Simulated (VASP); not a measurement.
# V (P6_3/mmc) in VASP: further runs

Runs on V. Level: r2SCAN. Tasks: relaxation of cell and atoms, single point.

All numbers are computed with VASP 6.6.1; they aren't measurements. Logs are shortened: lines on timing, memory, paths and dates and some standing lists are left out, and cuts for length are marked.

## (1) The cell of the first run

It takes space group P6_3/mmc (No. 194, hexagonal). The conventional cell has a = 3.166 Å, b = 3.166 Å, c = 4.898 Å, α = 90.00°, β = 90.00°, γ = 120.00°. Within 4.0 Å of V (site symmetry -6m2) lie 12 V at 3.06 to 3.17 Å.

This isn't the form of V at room conditions, which is bcc.

## (2) Relaxation of cell and atoms, r2SCAN, collinear spin, ferromagnetic start

POSCAR

```
V
1.0
    3.1658770091      0.0000000000      0.0000000000
   -1.5829385045      2.7417299151      0.0000000000
    0.0000000000      0.0000000000      4.8981083569
V
2
Direct
    0.3333333333      0.6666666667      0.2500000000
    0.6666666667      0.3333333333      0.7500000000
```

INCAR.step1

```
SYSTEM = V
  ALGO = Normal
  EDIFF = 1E-4
  ENCUT = 600
  GGA = PE
  ISMEAR = 0
  ISPIN = 2
  LASPH = .True.
  LCHARG = .False.
  LMAXMIX = 4
  LREAL = .False.
  LWAVE = .True.
  MAGMOM = 2.71 2.71
  NELM = 150
  PREC = Accurate
  SIGMA = 0.1
```

INCAR.step2

```
SYSTEM = V
  ALGO = Normal
  EDIFF = 1E-6
  EDIFFG = -0.05
  ENCUT = 600
  IBRION = 2
  ISIF = 3
  ISMEAR = 0
  ISPIN = 2
  ISTART = 1
  LASPH = .True.
  LCHARG = .False.
  LMAXMIX = 4
  LMIXTAU = .True.
  LORBIT = 11
  LREAL = .False.
  LWAVE = .False.
  MAGMOM = 2.71 2.71
  METAGGA = R2SCAN
  NELM = 150
  NSW = 80
  PREC = Accurate
  SIGMA = 0.1
```

KPOINTS

```
k-points
0
Gamma
  6 6 4
  0 0 0
```

Potentials or basis: VASP PAW PBE potentials, release 64 (V_sv).

Command:

```
$ cat potpaw_PBE.64/V_sv/POTCAR > POTCAR
$ cp INCAR.step1 INCAR
$ mpirun -np 1 vasp_std > vasp.out
$ cp INCAR.step2 INCAR
$ mpirun -np 1 vasp_std > vasp.out
```

OUTCAR:

```text
SYSTEM = V
   EDIFF = 1E-6
   EDIFFG = -0.05
   ENCUT = 600
   IBRION = 2
   ISIF = 3
   ISMEAR = 0
   ISPIN = 2
   ISTART = 1
   LASPH = .True.
   LORBIT = 11
   LREAL = .False.
   METAGGA = R2SCAN
   NELM = 150
   NSW = 80
   PREC = Accurate

 ion  position               nearest neighbor table
   1  0.333  0.667  0.250-
   2  0.667  0.333  0.750-

  LATTYP: Found a hexagonal cell.
 ALAT       =     3.1658770091
 C/A-ratio  =     1.5471568677

  Lattice vectors:

 A1 = (   3.1658770091,   0.0000000000,   0.0000000000)
 A2 = (  -1.5829385045,   2.7417299151,   0.0000000000)
 A3 = (   0.0000000000,   0.0000000000,   4.8981083569)

Analysis of symmetry for initial positions (statically):
=====================================================================
 Subroutine PRICEL returns:
 Original cell was already a primitive cell.

 Routine SETGRP: Setting up the symmetry group for a
 hexagonal supercell.

 Subroutine GETGRP returns: Found 24 space group operations
 (whereof 12 operations were pure point group operations)
 out of a pool of 24 trial point group operations.

The static configuration has the point symmetry D_3d.
 The point group associated with its full space group is D_6h.

Analysis of symmetry for dynamics (positions and initial velocities):
=====================================================================
 Subroutine PRICEL returns:
 Original cell was already a primitive cell.

 Routine SETGRP: Setting up the symmetry group for a
 hexagonal supercell.

 Subroutine GETGRP returns: Found 24 space group operations
 (whereof 12 operations were pure point group operations)
 out of a pool of 24 trial point group operations.

The dynamic configuration has the point symmetry D_3d.
 The point group associated with its full space group is D_6h.

Analysis of structural, dynamic, and magnetic symmetry:
=====================================================================
 Subroutine PRICEL returns:
 Original cell was already a primitive cell.

 Routine SETGRP: Setting up the symmetry group for a
 hexagonal supercell.

 Subroutine GETGRP returns: Found 24 space group operations
 (whereof 12 operations were pure point group operations)
 out of a pool of 24 trial point group operations.

The overall configuration has the point symmetry D_3d.
 The point group associated with its full space group is D_6h.

 Subroutine INISYM returns: Found 24 space group operations
 (whereof 12 operations are pure point group operations),
 and found     1 'primitive' translations

----------------------------------------------------------------------------------------

                                     Primitive cell

  volume of cell :      42.5155

  direct lattice vectors                    reciprocal lattice vectors
     3.165877009  0.000000000  0.000000000     0.315868240  0.182366614  0.000000000
    -1.582938504  2.741729915  0.000000000     0.000000000  0.364733227  0.000000000
     0.000000000  0.000000000  4.898108357     0.000000000  0.000000000  0.204160449

  length of vectors
     3.165877009  3.165877009  4.898108357     0.364733227  0.364733227  0.204160449

  position of ions in fractional coordinates (direct lattice)
     0.333333333  0.666666667  0.250000000
     0.666666667  0.333333333  0.750000000

  ion indices of the primitive-cell ions
   primitive index   ion index
                 1           1
                 2           2

----------------------------------------------------------------------------------------

 KPOINTS: k-points

Automatic generation of k-mesh.
 Grid dimensions read from file:
 generate k-points for:    6    6    4

 Generating k-lattice:

  Cartesian coordinates                     Fractional coordinates (reciprocal lattice)
     0.052644707  0.030394436  0.000000000     0.166666667  0.000000000  0.000000000
     0.000000000  0.060788871  0.000000000     0.000000000  0.166666667  0.000000000
     0.000000000  0.000000000  0.051040112     0.000000000  0.000000000  0.250000000

  Length of vectors
     0.060788871  0.060788871  0.051040112

  Shift w.r.t. Gamma in fractional coordinates (k-lattice)
     0.000000000  0.000000000  0.000000000

 Subroutine IBZKPT returns following result:
 ===========================================

 Found     21 irreducible k-points:

 Following reciprocal coordinates:
            Coordinates               Weight
  0.000000  0.000000  0.000000      1.000000
  0.166667  0.000000  0.000000      6.000000
  0.333333  0.000000  0.000000      6.000000
  0.500000  0.000000  0.000000      3.000000
  0.166667  0.166667  0.000000      6.000000
  0.333333  0.166667  0.000000     12.000000
[... 13 lines left out ...]
  0.333333  0.166667  0.500000     12.000000
  0.333333  0.333333  0.500000      2.000000
   k-points           NKPTS =     21   k-points in BZ     NKDIM =     21   number of bands    NBANDS=     20
   number of dos      NEDOS =    301   number of ions     NIONS =      2
   total plane-waves  NPLWV =  31360
   dimension x,y,z NGX =    28 NGY =   28 NGZ =   40
   dimension x,y,z NGXF=    56 NGYF=   56 NGZF=   80
   ions per type =               2
   NGX,Y,Z   is equivalent  to a cutoff of  14.70, 14.70, 13.58 a.u.
   NGXF,Y,Z  is equivalent  to a cutoff of  29.41, 29.41, 27.15 a.u.
 SYSTEM =  V
   PREC   = accura    normal or accurate (medium, high low for compatibility)
   ISTART =      1    job   : 0-new  1-cont  2-samecut
   ICHARG =      0    charge: 1-file 2-atom 10-const
   ISPIN  =      2    spin polarized calculation?
   LNONCOLLINEAR =      F non collinear calculations
   LSORBIT =      F    spin-orbit coupling
   LASPH  =      T    aspherical Exc in radial PAW
   ENCUT  =  600.0 eV  44.10 Ry    6.64 a.u.   6.32  6.32  9.78*2*pi/ulx,y,z
   NELM   =    150;   NELMIN=  2; NELMDL=  0     # of ELM steps
   EDIFF  = 0.1E-05   stopping-criterion for ELM
   LREAL  =      F    real-space projection
   EDIFFG = -.5E-01   stopping-criterion for IOM
   NSW    =     80    number of steps for IOM
   IBRION =      2    ionic relax: 0-MD 1-quasi-New 2-CG
   NFREE  =      1    steps in history (QN), initial steepest desc. (CG)
   ISIF   =      3    stress and relaxation
   ISYM   =      2    0-nonsym 1-usesym 2-fastsym
   POTIM  = 0.5000    time-step for ionic-motion
   TEBEG  =    0.0;   TEEND  =   0.0 temperature during run
   PSTRESS=    0.0 pullay stress
   NELECT =      26.0000    total number of electrons
   NUPDOWN=      -1.0000    fix difference up-down
   EMIN   =  10.00;   EMAX   =-10.00  energy-range for DOS
   EFERMI =   0.00;   METHOD = LEGACY
   ISMEAR =     0;   SIGMA  =   0.10  broadening in eV -4-tet -1-fermi 0-gaus
   EFERMI_NEDOS =   21; number of points for ismear=-14 and -15
   IALGO  =     38    algorithm
   IMIX   =      4    mixing-type and parameters
     AMIX     =   0.40;   BMIX     =  1.00
     AMIX_MAG =   1.60;   BMIX_MAG =  1.00
  volume/ion in A,a.u.               =      21.26       143.45
  Fermi-wavevector in a.u.,A,eV,Ry     =   1.389580  2.625926 26.271936  1.930933
  Thomas-Fermi vector in A             =   2.513597
   LORBIT       =     11    0 simple, 1 ext, 2 COOP (PROOUT), +10 PAW based schemes
   METAGGA = R2SCAN    functional components
   LHFCALC =     F    Hartree Fock is set to
   AEXX    =    0.0000 exact exchange contribution
   IVDW    =     0    specifies the selected vdW correction
   LEPSILON=     F    determine dielectric tensor
   LRPA    =     F    only Hartree local field effects (RPA)
 conjugate gradient relaxation of ions
 spin polarized calculation
 Gauss-broadening in eV      SIGMA  =   0.10
  energy-cutoff  :      600.00
  volume of cell :       42.52
 maximum number of plane-waves:      1436
 NGX is ok and might be reduce to    28
   NGX = 13   NGY = 13   NGZ = 19

--------------------------------------- Ionic step        1  -------------------------------------------

 number of electron      26.0000004 magnetization       5.3293574

 Free energy of the ion-electron system (eV)
  ---------------------------------------------------
  ext. energy  EPLUGINS =         0.00000000
  ---------------------------------------------------
  free energy    TOTEN  =       -25.91737774 eV

  energy without entropy =      -25.90312959  energy(sigma->0) =      -25.91025366

------------------------ aborting loop because EDIFF is reached ----------------------------------------

  FORCE on cell =-STRESS in cart. coord.  units (eV):
  Direction    XX          YY          ZZ          XY          YZ          ZX
  --------------------------------------------------------------------------------------
  -------------------------------------------------------------------------------------
  Total       -3.8351152     -3.8351152     -3.4342452     -0.0000000      0.0000000     -0.0000000
  in kB     -144.5246405   -144.5246405   -129.4180311     -0.0000000      0.0000000     -0.0000000
  external PRESSURE =    -139.4891041 kB  Pullay stress =       0.0000000 kB
[... 61 lines left out ...]
 number of electron      26.0000001 magnetization       0.0915308

 number of electron      26.0000001 magnetization      -0.1781525

 E-fermi :  26.4911     XC(G=0): -20.1935

 val. band max:       26.4777942018   @ k =   0.1667   0.0000   0.5000
 cond. band min:      26.4955514838   @ k =   0.1667   0.0000   0.2500
 fundamental gap:      0.0177572820
 Fermi energy:        26.4910917695

 spin component 1

 k-point     1 :       0.0000    0.0000    0.0000
  band No.  band energies     occupation
      1     -43.7629      1.00000
      2     -40.1448      1.00000
      3     -19.0182      1.00000
      4     -10.3954      1.00000
      5     -10.3954      1.00000
      6      -9.4606      1.00000
[... 987 lines left out ...]
  FREE ENERGIE OF THE ION-ELECTRON SYSTEM (eV)
  ---------------------------------------------------
  free  energy   TOTEN  =        -8.0278670035 eV

  energy  without entropy=       -8.0151593394  energy(sigma->0) =       -8.02151317

[... ionic steps 4 to 7 ...]

--------------------------------------- Ionic step        8  -------------------------------------------

 number of electron      26.0000002 magnetization      -1.4974276

------------------------ aborting loop because EDIFF is reached ----------------------------------------
[... 67 lines left out ...]
--------------------------------------- Ionic step       10  -------------------------------------------

 number of electron      26.0000005 magnetization      -1.7266320

 Free energy of the ion-electron system (eV)
  ---------------------------------------------------
  ext. energy  EPLUGINS =         0.00000000
  ---------------------------------------------------
  free energy    TOTEN  =       -27.69508192 eV

  energy without entropy =      -27.68187509  energy(sigma->0) =      -27.68847850

 E-fermi :   9.6524     XC(G=0): -13.8105

 val. band max:        9.6489601386   @ k =   0.1667   0.0000   0.0000
 cond. band min:       9.7385084632   @ k =   0.0000   0.0000   0.0000
 fundamental gap:      0.0895483246
 Fermi energy:         9.6524145248

 spin component 1

 k-point     1 :       0.0000    0.0000    0.0000
  band No.  band energies     occupation
      1     -56.6036      1.00000
      2     -56.4825      1.00000
      3     -29.5915      1.00000
      4     -28.8997      1.00000
      5     -28.8335      1.00000
      6     -28.8335      1.00000
[... 987 lines left out ...]
  FREE ENERGIE OF THE ION-ELECTRON SYSTEM (eV)
  ---------------------------------------------------
  free  energy   TOTEN  =       -27.6950819187 eV

  energy  without entropy=      -27.6818750899  energy(sigma->0) =      -27.68847850

 reached required accuracy - stopping structural energy minimisation

 total charge

# of ion       s       p       d       tot
------------------------------------------
    1        2.337   6.231   3.006  11.574
    2        2.337   6.231   3.006  11.574
--------------------------------------------------
tot          4.674  12.462   6.011  23.147

 magnetization (x)

# of ion       s       p       d       tot
------------------------------------------
    1       -0.010  -0.043  -0.689  -0.742
    2       -0.010  -0.043  -0.689  -0.742
--------------------------------------------------
tot         -0.019  -0.086  -1.378  -1.484
```

It took 43 min on 1 thread of Intel Xeon 8259CL, shared host; peak memory 0.25 GiB.

What came out:

* Free energy: -27.6951 eV
* Relaxed volume: 13.98 Å³/atom
* Relaxed cell: a = 2.632 Å, b = 2.632 Å, c = 4.660 Å, α = 90.00°, β = 90.00°, γ = 120.00°
* Space group after relaxing (to 0.1 Å): P6_3/mmc (No. 194)
* Pressure after relaxing: -0.1 GPa
* Net moment: -1.73 μB per cell
* Site moments: V -0.74 μB
* Valence electrons inside the program's atomic spheres: V 11.57

Final structure:
```yaml
crystal:
  lattice:
    - [2.63219, 0.00000, 0.00000]
    - [-1.31610, 2.27955, 0.00000]
    - [0.00000, 0.00000, 4.66013]
  atoms:
    - { symbol: V, position: [0.33333, 0.66667, 0.25000] }
    - { symbol: V, position: [0.66667, 0.33333, 0.75000] }
```

Caveat: the k points lie up to 0.46 Å⁻¹ apart in the final cell; the volume moved by over 15 % at a fixed basis, so the end points are rough; the PAW data sets were made with another functional, which shifts forces and pressure a little.

(Part 1 of 2 ends here.)
